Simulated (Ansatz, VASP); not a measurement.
# MgO: VASP beside Ansatz

The input POSCAR:

```
MgO
1.0
    2.5519312199      0.0000000000      0.0000000000
    0.0000000000      2.5519312199      0.0000000000
    0.0000000000      0.0000000000      2.5519312199
Mg O
1 1
Direct
    0.0000000000      0.0000000000      0.0000000000
    0.5000000000      0.5000000000      0.5000000000
```

Contents of INCAR.step1:

```
SYSTEM = MgO
  ALGO = Normal
  EDIFF = 1E-5
  ENCUT = 660
  GGA = PE
  GGA_COMPAT = .False.
  ISMEAR = 0
  LASPH = .True.
  LCHARG = .False.
  LREAL = .False.
  LWAVE = .True.
  NBANDS = 15
  NELM = 120
  PREC = Accurate
  SIGMA = 0.05
```

File INCAR.step2:

```
SYSTEM = MgO
  ALGO = Normal
  EDIFF = 1E-6
  ENCUT = 660
  GGA_COMPAT = .False.
  ISIF = 2
  ISMEAR = 0
  ISTART = 1
  LASPH = .True.
  LCHARG = .False.
  LMIXTAU = .True.
  LREAL = .False.
  LWAVE = .False.
  METAGGA = R2SCAN
  NBANDS = 15
  NELM = 120
  PREC = Accurate
  SIGMA = 0.05
```

Contents of KPOINTS:

```
k-points
0
Gamma
  10 10 10
  0 0 0
```

Input for Ansatz:

```yaml
crystal:
  lattice:
    - [2.5519312199, 0.0, 0.0]
    - [0.0, 2.5519312199, 0.0]
    - [0.0, 0.0, 2.5519312199]
  atoms:
    - { symbol: Mg, position: [0.0, 0.0, 0.0] }
    - { symbol: O, position: [0.5, 0.5, 0.5] }
basis:
  ecutwfc: 500
  ecutrho_ratio: 4
kpoints:
  mp_grid: { grid: [10, 10, 10] }
hamiltonian:
  xc: r2scan
scf:
  occupations: { method: gaussian, width: 0.05 }
output:
  forces: true
  stress: true
  eigenvalues: true
```

Alike in both runs: task single point; functional r2SCAN; k mesh 10 × 10 × 10; occupations gaussian, width 0.05 eV; no spin polarisation.

|  | VASP | Ansatz |
| --- | --- | --- |
| version | VASP 6.6.1 | Ansatz 0.2.0 |
| potentials or method | VASP PAW PBE potentials, release 64 (Mg_sv, O), cutoff 660 eV | scalar-relativistic, plane waves, PAW |
| valence electrons in the cell | 16 | 16 |

Ansatz gave:

| Quantity | Value |
| --- | --- |
| gap on the k mesh at the Fermi level (eV) | 4.35 |
| least direct gap on the mesh (eV) | 5.50 |
| pressure (GPa) | 15.5 |

Which values does VASP return?

gap on the k mesh at the Fermi level (eV): 4.39; least direct gap on the mesh (eV): 5.54; pressure (GPa): 15.0.

VASP's potentials were made for PBE, not for r2SCAN. With one functional, cell and mesh, what is left measures potentials, basis and numerics.
